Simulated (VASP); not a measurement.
Runs of VASP 6.6.1 on LiF. Symmetry: Pm-3m, No. 221, cubic system. The conventional cell has a = 2.516 Å, b = 2.516 Å, c = 2.516 Å, α = 90.00°, β = 90.00°, γ = 90.00°. Within 2.9 Å of Li (site symmetry m-3m) lie 8 F at 2.18 Å and 6 Li at 2.52 Å. Within 2.9 Å of F (site symmetry m-3m) lie 8 Li at 2.18 Å and 6 F at 2.52 Å. 

```csv
level,potentials or basis,k mesh,smearing,grid for exact exchange (PRECFOCK),share of exact exchange,screening parameter,gap on the mesh (eV)
HSE06,"VASP PAW PBE potentials, release 64 (Li_sv, F)",4 × 4 × 4,gaussian 0.01 eV,Normal,0.25,0.2079 1/Å,10.18
r2SCAN,"VASP PAW PBE potentials, release 64 (Li_sv, F)",8 × 8 × 8,gaussian 0.01 eV,-,-,-,9.12
PBE-based global hybrid with 40 % exact exchange,"VASP PAW PBE potentials, release 64 (Li_sv, F)",4 × 4 × 4,gaussian 0.01 eV,Normal,0.4,-,12.80
LDA,"VASP PAW LDA potentials, release 64 (Li_sv, F)",8 × 8 × 8,gaussian 0.01 eV,-,-,-,7.74
PBE-based screened hybrid with 100 % exact exchange,"VASP PAW PBE potentials, release 64 (Li_sv, F)",4 × 4 × 4,gaussian 0.01 eV,Normal,1,0.3 1/Å,(a)
HSE06,"VASP PAW PBE potentials, release 64 (Li_sv, F)",4 × 4 × 4,fermi-dirac 0.05 eV,Normal,0.25,0.2079 1/Å,10.18
r2SCAN,"VASP PAW PBE potentials, release 64 (Li_sv, F)",8 × 8 × 8,methfessel-paxton 0.2 eV,-,-,-,9.12
```

Alike in all rows: task single point; no spin polarisation; cell as given; cutoff (eV) 520.

Task: Fill in the values left out.

Result: (a) 15.97.

Caveats: some runs use coarse meshes.

A k mesh can miss the band edges.
